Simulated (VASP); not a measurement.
## Ta: single point with PBE

Crystal: Ta.

```
Ta
1.0
    -1.65128    1.65128    1.65128
     1.65128   -1.65128    1.65128
     3.30256    3.30256    0.00000
Ta
2
Direct
  0.99037 0.00963 0.00000
  0.50963 0.49037 0.50000
```

This cell differs from its parent crystal: atoms displaced along a vibrational mode.

```json
{
 "Program": "VASP 6.6.1",
 "Task": "single point",
 "Functional": "PBE",
 "Potentials or basis": "VASP PAW PBE potentials, release 64 (Ta_pv)",
 "Cutoff": "500 eV",
 "k mesh": "18 × 18 × 10",
 "Occupations": "gaussian, width 0.15 eV",
 "Spin": "no spin polarisation",
 "Dipole correction": "no",
 "Further INCAR settings": "ALGO = Normal; EDIFF = 1e-06; NBANDS = 18"
}
```

```json
{
 "Pressure": "3.2 GPa",
 "Largest force": "0.247 eV/Å",
 "Band gap on the k mesh": "zero (bands 11 and 12 overlap by 2.86 eV)"
}
```

Forces on the atoms (eV/Å):
```
Ta  -0.175  0.175  0.000
Ta   0.175 -0.175  0.000
```

Stress tensor (GPa, compression positive):
```
3.24 0.09 0.00
0.09 3.24 0.00
0.00 0.00 3.26
```

Levels at points of the mesh, in eV from the Fermi level:
| k point | band 9 | band 10 | band 11 | band 12 | band 13 | band 14 |
| --- | --- | --- | --- | --- | --- | --- |
| (0.00, 0.00, 0.00) | -1.55 | 0.70 | 0.74 | 0.74 | 1.57 | 3.85 |
| (0.50, 0.00, 0.00) | -1.65 | -1.24 | -0.75 | -0.37 | 3.17 | 4.04 |
| (0.50, 0.50, 0.00) | -3.81 | -1.55 | 1.55 | 3.85 | 4.78 | 6.81 |
| (0.00, 0.00, 0.50) | -0.58 | -0.58 | -0.11 | -0.11 | 3.31 | 3.31 |
| (0.50, 0.00, 0.50) | -1.55 | -1.55 | 1.57 | 1.57 | 3.85 | 3.85 |
| (0.50, 0.50, 0.50) | -1.89 | -1.89 | 1.10 | 1.10 | 1.73 | 1.73 |

Wall time 4.8 min on 1 thread of Intel Xeon 8259CL (shared host), peak memory 0.38 GiB.

Caveat: the cell differs from its parent crystal (atoms displaced along a vibrational mode); the cell stands under pressure; spin-orbit coupling is left out, which moves the levels of the heavy elements.
